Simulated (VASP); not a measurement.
A run of VASP 6.6.1 is set up as follows.

Contents of INCAR:

```
PREC     = Accurate       # precision mode
ENCUT    = 520            # plane-wave cutoff, eV
EDIFF    = 1E-6           # SCF threshold, eV
ISMEAR   = 0              # smearing method
SIGMA    = 0.05           # smearing width, eV
LREAL    = F              # projectors in reciprocal space
LASPH    = T              # aspherical terms in the spheres
NELM     = 80             # most SCF steps
ALGO     = Normal         # electronic algorithm
ISIF     = 2              # what is computed and relaxed
LWAVE    = F              # write WAVECAR
LCHARG   = F              # write CHGCAR
GGA      = PE             # functional
NBANDS   = 11             # bands
```

Contents of KPOINTS:

```
regular mesh
0
Gamma
  12 12 12
```

The input POSCAR:

```
SiC
1.0
    0.0000000000      2.2291556238      2.2291556238
    2.2291556238      0.0000000000      2.2291556238
    2.1518782288      2.1518782288      0.0772773950
Si C
1 1
Direct
    0.0000000000      0.0000000000      0.0000000000
    0.7500000000      0.7500000000      0.7500000000
```

Potentials or basis: VASP PAW PBE potentials, release 64 (Si, C).

The run is started by

```bash
$ cat potpaw_PBE.64/Si/POTCAR potpaw_PBE.64/C/POTCAR > POTCAR
$ mpirun -np 1 vasp_std > vasp.out
```

(1) Predict the pressure.

(2) Estimate the largest force.

(3) Predict the band gap on the k mesh.

Answers

(1) 0.8 GPa.

(2) 0.617 eV/Å.

(3) 1.16 eV, indirect (least direct gap 4.18 eV).
